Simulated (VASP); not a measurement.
Here is a VASP 6.6.1 calculation.

Contents of POSCAR:

```
Ti
1.0
   -1.6410000000      1.6410000000      1.6410000000
    1.6410000000     -1.6410000000      1.6410000000
    1.6410000000      1.6410000000     -1.6410000000
Ti
1
Direct
    0.0000000000      0.0000000000      0.0000000000
```

INCAR.step1

```
PREC     = Accurate       # precision mode
ENCUT    = 520            # plane-wave cutoff, eV
ISMEAR   = 0              # smearing method
SIGMA    = 0.15           # smearing width, eV
LREAL    = F              # projectors in reciprocal space
LASPH    = T              # aspherical terms in the spheres
NELM     = 80             # most SCF steps
NBANDS   = 12             # bands
GGA      = PE             # functional
ALGO     = Normal         # electronic algorithm
EDIFF    = 1E-4           # SCF threshold, eV
LWAVE    = T              # write WAVECAR
LCHARG   = F              # write CHGCAR
```

Contents of INCAR.step2:

```
PREC     = Accurate       # precision mode
ENCUT    = 520            # plane-wave cutoff, eV
EDIFF    = 1E-6           # SCF threshold, eV
ISMEAR   = 0              # smearing method
SIGMA    = 0.15           # smearing width, eV
LREAL    = F              # projectors in reciprocal space
LASPH    = T              # aspherical terms in the spheres
NELM     = 80             # most SCF steps
ALGO     = Normal         # electronic algorithm
ISIF     = 2              # what is computed and relaxed
LWAVE    = F              # write WAVECAR
LCHARG   = F              # write CHGCAR
METAGGA  = R2SCAN         # meta-GGA
LMIXTAU  = T            
NBANDS   = 12             # bands
ISTART   = 1
```

The input KPOINTS:

```
Automatic mesh
0
Gamma
  3 3 3
```

Potentials or basis: VASP PAW PBE potentials, release 64 (Ti_sv).

The run is started by

```sh
$ cat potpaw_PBE.64/Ti_sv/POTCAR > POTCAR
$ cp INCAR.step1 INCAR
$ mpirun -np 1 vasp_std > vasp.out
$ cp INCAR.step2 INCAR
$ mpirun -np 1 vasp_std > vasp.out
```

**Question.** Predict the band gap on the k mesh.

**Answer.** Zero (band 6 reaches 9.08 eV, above the bottom of band 7 at 7.33 eV).

**Question.** What does it give for the pressure?

**Answer.** -3.3 GPa.

Caveat: the k points lie up to 0.90 Å⁻¹ apart; the PAW data sets were made with another functional, which shifts forces and pressure a little.
